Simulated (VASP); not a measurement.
A run of VASP 6.6.1 is set up as follows.

The input POSCAR:

```
NbAs
1.0
   -1.7142667651      1.7142667651      5.8008041881
    1.7142667651     -1.7142667651      5.8008041881
    1.7142667651      1.7142667651     -5.8008041881
Nb As
2 2
Direct
    0.5000000000      0.0000000000      0.5000000000
    0.7500000000      0.7500000000      0.0000000000
    0.9160000000      0.4160000000      0.5000000000
    0.1660000000      0.1660000000      0.0000000000
```

Contents of INCAR.step1:

```
PREC = Accurate ; ENCUT = 520
ISMEAR = -1 ; SIGMA = 0.05
LREAL = False ; LASPH = True
NELM = 100 ; NBANDS = 26
GGA = PE ; ALGO = Normal
EDIFF = 1E-4 ; LWAVE = True
LCHARG = False
```

File INCAR.step2:

```
PREC = Accurate ; ENCUT = 520
EDIFF = 1E-7 ; ISMEAR = -1
SIGMA = 0.05 ; LREAL = False
LASPH = True ; NELM = 100
ALGO = Normal ; ISIF = 2
LWAVE = False ; LCHARG = True
METAGGA = R2SCAN ; LMIXTAU = True
LELF = True ; LVHAR = True
NBANDS = 26 ; ISTART = 1
```

Contents of KPOINTS:

```
regular mesh
0
Gamma
  11 11 11
```

Potentials or basis: VASP PAW PBE potentials, release 64 (Nb_sv, As).

Command:

```console
$ cat potpaw_PBE.64/Nb_sv/POTCAR potpaw_PBE.64/As/POTCAR > POTCAR
$ cp INCAR.step1 INCAR
$ mpirun -np 1 vasp_std > vasp.out
$ cp INCAR.step2 INCAR
$ mpirun -np 1 vasp_std > vasp.out
```

Q: Estimate the band gap on the k mesh.

A: Zero (filled and empty bands overlap).

Q: Predict the pressure.

A: 5.7 GPa.

Q: Predict the largest force.

A: 0.307 eV/Å.

Forces on the atoms (eV/Å):
```
Nb   0.000  0.000 -0.307
Nb   0.000  0.000 -0.307
As   0.000  0.000  0.307
As   0.000  0.000  0.307
```

Caveat: the cell stands under pressure; the PAW data sets were made with another functional, which shifts forces and pressure a little.
